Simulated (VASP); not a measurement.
# MnS in VASP: further runs

The runs below take MnS through single point, with PBEsol, PBE-based screened hybrid with 15 % exact exchange, PBE.

All numbers are computed with VASP 6.6.1; they aren't measurements. Logs are shortened: lines on timing, memory, paths and dates and some standing lists are left out, and cuts for length are marked.

## 1. The cell of the first run

The typed cell holds 2 atoms: a = 3.646 Å, b = 3.646 Å, c = 3.646 Å, α = 60.26°, β = 60.26°, γ = 60.26°.

## 2. Single point, PBEsol, collinear spin, ferromagnetic start

Input file INCAR:

```
SYSTEM = MnS
  PREC = Accurate
  ENCUT = 500
  EDIFF = 1E-6
  ISMEAR = 0
  SIGMA = 0.05
  LREAL = .False.
  LASPH = .True.
  NELM = 200
  ALGO = Normal
  ISIF = 2
  LWAVE = .False.
  LCHARG = .False.
  ISPIN = 2
  MAGMOM = 4 0
  LORBIT = 11
  LMAXMIX = 4
  GGA = PS
  NBANDS = 20
  GGA_COMPAT = .False.
```

Input file KPOINTS:

```
regular mesh
0
Gamma
  7 7 7
  0 0 0
```

Input file POSCAR:

```
MnS
1.0
    1.8299960138      1.0565486912      2.9709202777
   -1.8299960138      1.0565486912      2.9709202777
    0.0000000000     -2.1130973823      2.9709202777
Mn S
1 1
Direct
    0.0004430000      0.0092010000      0.0063080000
    0.5063180000      0.4882590000      0.4930600000
```

Potentials or basis: VASP PAW PBE potentials, release 64 (Mn_pv, S).

Command:

```console
cat potpaw_PBE.64/Mn_pv/POTCAR potpaw_PBE.64/S/POTCAR > POTCAR
mpirun -np 1 vasp_std > vasp.out
```

OUTCAR:

```text
SYSTEM = MnS
   PREC = Accurate
   ENCUT = 500
   EDIFF = 1E-6
   ISMEAR = 0
   LREAL = .False.
   LASPH = .True.
   NELM = 200
   ISIF = 2
   ISPIN = 2
   LORBIT = 11
   GGA = PS

 ion  position               nearest neighbor table
   1  0.000  0.009  0.006-   2 2.50   2 2.55   2 2.57   2 2.60   2 2.62   2 2.67
   2  0.506  0.488  0.493-   1 2.50   1 2.55   1 2.57   1 2.60   1 2.62   1 2.67

  LATTYP: Found a trigonal (rhomboedric) cell.
 ALAT       =     3.6457575130
 COS(alpha) =     0.4960879726

  Lattice vectors:

 A1 = (   1.8299960138,   1.0565486912,   2.9709202777)
 A2 = (  -1.8299960138,   1.0565486912,   2.9709202777)
 A3 = (   0.0000000000,  -2.1130973823,   2.9709202777)

Analysis of symmetry for initial positions (statically):
=====================================================================
 Subroutine PRICEL returns:
 Original cell was already a primitive cell.

 Routine SETGRP: Setting up the symmetry group for a
 trigonal (rhombohedral) supercell.

 Subroutine GETGRP returns: Found  1 space group operations
 (whereof  1 operations were pure point group operations)
 out of a pool of 12 trial point group operations.

The static configuration has the point symmetry C_1 .

Analysis of symmetry for dynamics (positions and initial velocities):
=====================================================================
 Subroutine PRICEL returns:
 Original cell was already a primitive cell.

 Routine SETGRP: Setting up the symmetry group for a
 trigonal (rhombohedral) supercell.

 Subroutine GETGRP returns: Found  1 space group operations
 (whereof  1 operations were pure point group operations)
 out of a pool of 12 trial point group operations.

The dynamic configuration has the point symmetry C_1 .

Analysis of structural, dynamic, and magnetic symmetry:
=====================================================================
 Subroutine PRICEL returns:
 Original cell was already a primitive cell.

 Routine SETGRP: Setting up the symmetry group for a
 trigonal (rhombohedral) supercell.

 Subroutine GETGRP returns: Found  1 space group operations
 (whereof  1 operations were pure point group operations)
 out of a pool of 12 trial point group operations.

The overall configuration has the point symmetry C_1 .

 Subroutine INISYM returns: Found  1 space group operations
 (whereof  1 operations are pure point group operations),
 and found     1 'primitive' translations

----------------------------------------------------------------------------------------

                                     Primitive cell

  volume of cell :      34.4653

  direct lattice vectors                    reciprocal lattice vectors
     1.829996014  1.056548691  2.970920278     0.273224639  0.157746319  0.112198680
    -1.829996014  1.056548691  2.970920278    -0.273224639  0.157746319  0.112198680
     0.000000000 -2.113097382  2.970920278     0.000000000 -0.315492638  0.112198680

  length of vectors
     3.645757513  3.645757513  3.645757513     0.334849441  0.334849441  0.334849441

  position of ions in fractional coordinates (direct lattice)
     0.000443000  0.009201000  0.006308000
     0.506318000  0.488259000  0.493060000

  ion indices of the primitive-cell ions
   primitive index   ion index
                 1           1
                 2           2

----------------------------------------------------------------------------------------

 KPOINTS: regular mesh

Automatic generation of k-mesh.
 Grid dimensions read from file:
 generate k-points for:    7    7    7

 Generating k-lattice:

  Cartesian coordinates                     Fractional coordinates (reciprocal lattice)
     0.039032091  0.022535188  0.016028383     0.142857143 -0.000000000  0.000000000
    -0.039032091  0.022535188  0.016028383    -0.000000000  0.142857143  0.000000000
     0.000000000 -0.045070377  0.016028383     0.000000000  0.000000000  0.142857143

  Length of vectors
     0.047835634  0.047835634  0.047835634

  Shift w.r.t. Gamma in fractional coordinates (k-lattice)
     0.000000000  0.000000000  0.000000000

 Subroutine IBZKPT returns following result:
 ===========================================

 Found    172 irreducible k-points:

 Following reciprocal coordinates:
            Coordinates               Weight
  0.000000  0.000000  0.000000      1.000000
  0.142857 -0.000000 -0.000000      2.000000
 -0.000000  0.142857 -0.000000      2.000000
 -0.000000 -0.000000  0.142857      2.000000
  0.285714  0.000000 -0.000000      2.000000
  0.000000  0.285714 -0.000000      2.000000
[... 16 lines left out ...]
 -0.142857 -0.428571  0.000000      2.000000
  0.142857  0.000000  0.428571      2.000000
 [... further k-points ...]
   k-points           NKPTS =    172   k-points in BZ     NKDIM =    172   number of bands    NBANDS=     20
   number of dos      NEDOS =    301   number of ions     NIONS =      2
   total plane-waves  NPLWV =  21952
   dimension x,y,z NGX =    28 NGY =   28 NGZ =   28
   dimension x,y,z NGXF=    56 NGYF=   56 NGZF=   56
   ions per type =               1   1
   NGX,Y,Z   is equivalent  to a cutoff of  12.77, 12.77, 12.77 a.u.
   NGXF,Y,Z  is equivalent  to a cutoff of  25.54, 25.54, 25.54 a.u.
 SYSTEM =  MnS
   PREC   = accura    normal or accurate (medium, high low for compatibility)
   ISTART =      0    job   : 0-new  1-cont  2-samecut
   ICHARG =      2    charge: 1-file 2-atom 10-const
   ISPIN  =      2    spin polarized calculation?
   LNONCOLLINEAR =      F non collinear calculations
   LSORBIT =      F    spin-orbit coupling
   LASPH  =      T    aspherical Exc in radial PAW
   ENCUT  =  500.0 eV  36.75 Ry    6.06 a.u.   6.65  6.65  6.65*2*pi/ulx,y,z
   NELM   =    200;   NELMIN=  2; NELMDL= -5     # of ELM steps
   EDIFF  = 0.1E-05   stopping-criterion for ELM
   LREAL  =      F    real-space projection
   EDIFFG = 0.1E-04   stopping-criterion for IOM
   NSW    =      0    number of steps for IOM
   IBRION =     -1    ionic relax: 0-MD 1-quasi-New 2-CG
   NFREE  =      0    steps in history (QN), initial steepest desc. (CG)
   ISIF   =      2    stress and relaxation
   ISYM   =      2    0-nonsym 1-usesym 2-fastsym
   POTIM  = 0.5000    time-step for ionic-motion
   TEBEG  =    0.0;   TEEND  =   0.0 temperature during run
   PSTRESS=    0.0 pullay stress
   NELECT =      19.0000    total number of electrons
   NUPDOWN=      -1.0000    fix difference up-down
   EMIN   =  10.00;   EMAX   =-10.00  energy-range for DOS
   EFERMI =   0.00;   METHOD = LEGACY
   ISMEAR =     0;   SIGMA  =   0.05  broadening in eV -4-tet -1-fermi 0-gaus
   EFERMI_NEDOS =   21; number of points for ismear=-14 and -15
   IALGO  =     38    algorithm
   IMIX   =      4    mixing-type and parameters
     AMIX     =   0.40;   BMIX     =  1.00
     AMIX_MAG =   1.60;   BMIX_MAG =  1.00
  volume/ion in A,a.u.               =      17.23       116.29
  Fermi-wavevector in a.u.,A,eV,Ry     =   1.342349  2.536672 24.516344  1.801900
  Thomas-Fermi vector in A             =   2.470510
   LORBIT       =     11    0 simple, 1 ext, 2 COOP (PROOUT), +10 PAW based schemes
   GGA     = PS    functional components
   LHFCALC =     F    Hartree Fock is set to
   AEXX    =    0.0000 exact exchange contribution
   IVDW    =     0    specifies the selected vdW correction
   LEPSILON=     F    determine dielectric tensor
   LRPA    =     F    only Hartree local field effects (RPA)
 spin polarized calculation
 Gauss-broadening in eV      SIGMA  =   0.05
  energy-cutoff  :      500.00
  volume of cell :       34.47
 maximum number of plane-waves:       893
   NGX = 13   NGY = 13   NGZ = 13

 number of electron      19.0000004 magnetization       4.6248082

 Free energy of the ion-electron system (eV)
  ---------------------------------------------------
  ext. energy  EPLUGINS =         0.00000000
  ---------------------------------------------------
  free energy    TOTEN  =       -14.88534016 eV

  energy without entropy =      -14.88396716  energy(sigma->0) =      -14.88465366

 E-fermi :   6.8458     XC(G=0): -10.9374

 val. band max:        6.8413496416   @ k =   0.2857  -0.1429   0.4286
 cond. band min:       6.8646843545   @ k =  -0.1429  -0.4286   0.4286
 fundamental gap:      0.0233347129
 Fermi energy:         6.8457609254

 spin component 1

 k-point     1 :       0.0000    0.0000    0.0000
  band No.  band energies     occupation
      1     -43.6686      1.00000
      2     -43.6672      1.00000
      3     -43.6625      1.00000
      4      -7.9550      1.00000
      5       3.3902      1.00000
      6       3.3983      1.00000
[... 12 lines left out ...]
     19      18.6484      0.00000
     20      19.1523      0.00000

 k-point     2 :       0.1429   -0.0000   -0.0000
  band No.  band energies     occupation
      1     -43.6695      1.00000
      2     -43.6675      1.00000
      3     -43.6636      1.00000
      4      -7.7425      1.00000
      5       2.6673      1.00000
      6       2.9514      1.00000
[... 498 lines left out ...]
 k-point    24 :       0.1429    0.0000    0.4286
  band No.  band energies     occupation
      1     -43.6745      1.00000
      2     -43.6700      1.00000
      3     -43.6654      1.00000
      4      -6.6915      1.00000
      5       0.2187      1.00000
      6       1.8408      1.00000
[... 12 lines left out ...]
     19      20.1347      0.00000
     20      23.1460      0.00000

 [... further k-points ...]

 spin component 2

 k-point     1 :       0.0000    0.0000    0.0000
  band No.  band energies     occupation
      1     -39.2691      1.00000
      2     -39.2675      1.00000
      3     -39.2674      1.00000
      4      -7.6304      1.00000
      5       5.0450      1.00000
      6       5.0886      1.00000
[... 12 lines left out ...]
     19      19.7646      0.00000
     20      20.7528      0.00000

 k-point     2 :       0.1429   -0.0000   -0.0000
  band No.  band energies     occupation
      1     -39.2700      1.00000
      2     -39.2692      1.00000
      3     -39.2677      1.00000
      4      -7.4270      1.00000
      5       3.7379      1.00000
      6       4.5573      1.00000
[... 498 lines left out ...]
 k-point    24 :       0.1429    0.0000    0.4286
  band No.  band energies     occupation
      1     -39.2783      1.00000
      2     -39.2710      1.00000
      3     -39.2701      1.00000
      4      -6.4294      1.00000
      5       0.9284      1.00000
      6       3.1395      1.00000
[... 12 lines left out ...]
     19      21.0216      0.00000
     20      23.8578      0.00000

 [... further k-points ...]
[... 5 lines left out ...]
  --------------------------------------------------------------------------------------
  -------------------------------------------------------------------------------------
  Total       -1.2725619     -1.3058040     -1.2042084      0.0444302     -0.0246554     -0.0569043
  in kB      -59.1571992    -60.7025150    -55.9796713      2.0654127     -1.1461470     -2.6452916
  external PRESSURE =     -58.6131285 kB  Pullay stress =       0.0000000 kB

 VOLUME and BASIS-vectors are now :
 -----------------------------------------------------------------------------
  energy-cutoff  :      500.00
  volume of cell :       34.47
      direct lattice vectors                 reciprocal lattice vectors
     1.829996014  1.056548691  2.970920278     0.273224639  0.157746319  0.112198680
    -1.829996014  1.056548691  2.970920278    -0.273224639  0.157746319  0.112198680
     0.000000000 -2.113097382  2.970920278     0.000000000 -0.315492638  0.112198680

 POSITION                                       TOTAL-FORCE (eV/Angst)
 -----------------------------------------------------------------------------------
     -0.01603     -0.00314      0.04739         0.144935      0.036748     -0.244999
      0.03305      0.00894      4.41965        -0.144935     -0.036748      0.244999
 -----------------------------------------------------------------------------------
    total drift:                                0.000525     -0.000194      0.000088

  FREE ENERGIE OF THE ION-ELECTRON SYSTEM (eV)
  ---------------------------------------------------
  free  energy   TOTEN  =       -14.8853401565 eV

  energy  without entropy=      -14.8839671621  energy(sigma->0) =      -14.88465366

 total charge

# of ion       s       p       d       tot
------------------------------------------
    1        0.224   6.175   4.942  11.341
    2        1.323   2.375   0.000   3.698
--------------------------------------------------
tot          1.547   8.551   4.942  15.040

 magnetization (x)

# of ion       s       p       d       tot
------------------------------------------
    1        0.051   0.041   4.088   4.180
    2        0.026   0.070   0.000   0.097
--------------------------------------------------
tot          0.077   0.111   4.088   4.276
```

Wall time 1.7 min (1 thread of Intel Xeon 6975P-C (Granite Rapids), shared host); peak memory 0.29 GiB.

Results:

```
Free energy                                           : -14.8853 eV
Pressure                                              : -5.9 GPa
Largest force                                         : 0.287 eV/Å
Net moment                                            : 4.62 μB per cell
Site moments                                          : Mn +4.18; S +0.10 μB
Valence electrons inside the program's atomic spheres : Mn 11.34; S 3.70
```

Forces in eV/Å, atoms in the order of the input:
```
Mn   0.145  0.037 -0.245
S   -0.145 -0.037  0.245
```

Levels at points of the mesh, in eV from the Fermi level:
Spin up:
| k point | band 10 | band 11 | band 12 | band 13 | band 14 | band 15 |
| --- | --- | --- | --- | --- | --- | --- |
| (0.00, 0.00, 0.00) | -1.89 | -1.87 | -1.81 | 1.77 | 8.50 | 8.53 |
Spin down:
| k point | band 4 | band 5 | band 6 | band 7 | band 8 | band 9 | band 10 | band 11 |
| --- | --- | --- | --- | --- | --- | --- | --- | --- |
| (0.00, 0.00, 0.00) | -14.48 | -1.80 | -1.76 | -1.71 | 0.15 | 0.18 | 0.24 | 0.28 |

Caveat: the cell stands under tension; the PAW data sets were made with another functional, which shifts forces and pressure a little; a cell with one magnetic atom can't hold antiferromagnetic order, which such compounds often take; semilocal functionals often make such compounds metallic where correlation or magnetic order opens a gap, which also shifts bond lengths.

## 3. Single point, PBE-based screened hybrid with 15 % exact exchange, collinear spin, ferromagnetic start

Input file POSCAR:

```
MnS
1.0
    1.8299960138      1.0565486912      2.9709202777
   -1.8299960138      1.0565486912      2.9709202777
    0.0000000000     -2.1130973823      2.9709202777
Mn S
1 1
Direct
    0.0000000000      0.0000000000      0.0000000000
    0.5000000000      0.5000000000      0.5000000000
```

Input file INCAR.step1:

```
SYSTEM = MnS
ALGO = Normal
EDIFF = 1E-5
ENCUT = 520
GGA = PE
ISIF = 2
ISMEAR = -1
ISPIN = 2
KPAR = 4
LASPH = .True.
LMAXMIX = 4
LORBIT = 11
LREAL = .False.
LWAVE = .True.
MAGMOM = 4 0
NBANDS = 20
NELM = 150
PREC = Accurate
SIGMA = 0.05
```

Input file INCAR.step2:

```
SYSTEM = MnS
AEXX = 0.15
ALGO = Normal
EDIFF = 1E-6
ENCUT = 520
GGA = PE
HFSCREEN = 0.2078699
ISIF = 2
ISMEAR = -1
ISPIN = 2
ISTART = 1
KPAR = 4
LASPH = .True.
LCHARG = .True.
LHFCALC = .True.
LMAXMIX = 4
LORBIT = 11
LREAL = .False.
LVHAR = .True.
LWAVE = .False.
MAGMOM = 4 0
NBANDS = 20
NELM = 150
PREC = Accurate
PRECFOCK = Normal
SIGMA = 0.05
```

Input file KPOINTS:

```
k-points
0
Gamma
  5 5 5
  0 0 0
```

Potentials or basis: VASP PAW PBE potentials, release 64 (Mn_pv, S).

Command:

```console
cat potpaw_PBE.64/Mn_pv/POTCAR potpaw_PBE.64/S/POTCAR > POTCAR
cp INCAR.step1 INCAR
mpirun -np 4 vasp_std > vasp.out
cp INCAR.step2 INCAR
mpirun -np 4 vasp_std > vasp.out
```

Run time: 42 min. Hardware: 4 MPI ranks of AMD EPYC 7R43 (Zen 3), shared host; peak memory 0.26 GiB.

The run converged. Its results:

* Free energy: -17.8059 eV
* Pressure: 3.7 GPa
* Band gap on the k mesh: 0.21 eV (least direct gap 2.23 eV)
* Net moment: 4.98 μB per cell
* Site moments: Mn +4.49; S +0.13 μB
* Valence electrons inside the program's atomic spheres: Mn 11.29; S 3.79

Stress tensor (GPa, compression positive):
```
3.53 0.00 0.00
0.00 3.53 0.00
0.00 0.00 4.05
```

Levels at points of the mesh, in eV from the valence-band top:
Spin up:
| k point | band 10 | band 11 | band 12 | band 13 | band 14 | band 15 |
| --- | --- | --- | --- | --- | --- | --- |
| (0.00, 0.00, 0.00) | -1.91 | -1.91 | -1.86 | 2.50 | 9.20 | 9.20 |
Spin down:
```
           k point  band 5  band 6  band 7  band 8  band 9  band 10
(0.00, 0.00, 0.00)   -1.55   -1.55   -1.50    1.56    1.56     1.59
```

Caveat: the k points lie up to 0.42 Å⁻¹ apart; the PAW data sets were made with another functional, which shifts forces and pressure a little; an odd mesh through Γ misses points on the zone boundary, where band edges can lie; a cell with one magnetic atom can't hold antiferromagnetic order, which such compounds often take.

## 4. Single point, PBE, collinear spin, ferromagnetic start

Input file INCAR:

```
SYSTEM = MnS
PREC = Accurate
ENCUT = 600
EDIFF = 1E-6
ISMEAR = -1
SIGMA = 0.05
LREAL = .False.
LASPH = .True.
NELM = 200
ALGO = Normal
ISIF = 2
LWAVE = .False.
LCHARG = .False.
ISPIN = 2
MAGMOM = 2 0
LORBIT = 11
NUPDOWN = 2.0
LMAXMIX = 4
GGA = PE
NBANDS = 22
GGA_COMPAT = .False.
```

Input file KPOINTS:

```
Automatic mesh
0
Gamma
  8 8 8
  0 0 0
```

POSCAR is that of step 3.

Potentials or basis: VASP PAW PBE potentials, release 64 (Mn_sv, S).

Command:

```console
cat potpaw_PBE.64/Mn_sv/POTCAR potpaw_PBE.64/S/POTCAR > POTCAR
mpirun -np 1 vasp_std > vasp.out
```

Wall time 5.2 min (1 thread of AMD EPYC 7R43 (Zen 3), shared host); peak memory 0.2 GiB.

Results (log left out):

```
Free energy                                           : -12.9226 eV
Pressure                                              : -19.8 GPa
Net moment                                            : 2.00 μB per cell
Site moments                                          : Mn +1.93; S -0.05 μB
Valence electrons inside the program's atomic spheres : Mn 12.85; S 3.64
```

Stress tensor (GPa, compression positive):
```
-19.98   0.00   0.00
  0.00 -19.98   0.00
  0.00   0.00 -19.56
```

Caveat: the cell stands under tension; the total moment is fixed, so each spin has its own Fermi level; a cell with one magnetic atom can't hold antiferromagnetic order, which such compounds often take.

## 5. The runs side by side

| level | potentials or basis | fixed moment (μB) | cell | k mesh | cutoff (eV) | smearing | grid for exact exchange (PRECFOCK) | share of exact exchange | screening parameter | gap on the mesh (eV) | pressure (GPa) | moment (μB) |
| --- | --- | --- | --- | --- | --- | --- | --- | --- | --- | --- | --- | --- |
| PBEsol | VASP PAW PBE potentials, release 64 (Mn_pv, S) | - | as given, atomic positions A | 7 × 7 × 7 | 500 | gaussian 0.05 eV | - | - | - | none | -5.9 | 4.62 |
| PBE-based screened hybrid with 15 % exact exchange | VASP PAW PBE potentials, release 64 (Mn_pv, S) | - | as given, atomic positions B | 5 × 5 × 5 | 520 | fermi-dirac 0.05 eV | Normal | 0.15 | 0.20787 1/Å | 0.21 | 3.7 | 4.98 |
| PBE | VASP PAW PBE potentials, release 64 (Mn_sv, S) | 2.0 | as given, atomic positions B | 8 × 8 × 8 | 600 | fermi-dirac 0.05 eV | - | - | - | - | -19.8 | 2.00 |

Alike in all rows: task single point; spin collinear, ferromagnetic start.

Caveats: some runs use coarse meshes; a cell with one magnetic atom can't hold antiferromagnetic order, which such compounds often take; the cell stands under tension (at least some runs); the PAW data sets were made with another functional, which shifts forces and pressure a little (at least some runs); semilocal functionals often make such compounds metallic where correlation or magnetic order opens a gap, which also shifts bond lengths (at least some runs); an odd mesh through Γ misses points on the zone boundary, where band edges can lie (at least some runs); the total moment is fixed, so each spin has its own Fermi level (at least some runs).

Absolute energies hang on the potentials; compare differences alone.
